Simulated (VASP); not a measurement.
Input of a VASP 6.6.1 run:

File INCAR:

```
  ALGO = Fast
  EDIFF = 1E-6
  ENCUT = 520
  GGA = PE
  ISIF = 2
  ISMEAR = 0
  LASPH = True
  LCHARG = False
  LREAL = False
  LWAVE = False
  NBANDS = 50
  NELM = 60
  PREC = Accurate
  SIGMA = 0.1
```

File KPOINTS:

```
k-points
0
Gamma
  10 10 4
```

POSCAR

```
LuTlAu4
1.0
    3.9951794491      0.0000000000      0.0000000000
    0.0000000000      3.9951794491      0.0000000000
    0.0000000000      0.0000000000     10.6703056563
Lu Tl Au
1 1 4
Direct
    0.5000000000      0.5000000000      0.5000000000
    0.0000000000      0.0000000000      0.0000000000
    0.0000000000      0.0000000000      0.7441000494
    0.0000000000      0.0000000000      0.2558999506
    0.0000000000      0.0000000000      0.5000000000
    0.5000000000      0.5000000000      0.0000000000
```

Potentials or basis: VASP PAW PBE potentials, release 64 (Lu, Tl_d, Au).

Command:

```bash
$ cat potpaw_PBE.64/Lu/POTCAR potpaw_PBE.64/Tl_d/POTCAR potpaw_PBE.64/Au/POTCAR > POTCAR
$ mpirun -np 1 vasp_std > vasp.out
```

What does it give for the pressure?

0.0 GPa.

Estimate the band gap on the k mesh.

zero (band 41 reaches 5.94 eV, above the bottom of band 42 at 3.20 eV).

Forces in eV/Å, atoms in the order of the input:
```
Lu   0.000  0.000  0.000
Tl   0.000  0.000  0.000
Au   0.000  0.000 -0.021
Au   0.000  0.000  0.021
Au   0.000  0.000  0.000
Au   0.000  0.000  0.000
```

Caveat: spin-orbit coupling is left out, which moves the levels of the heavy elements.
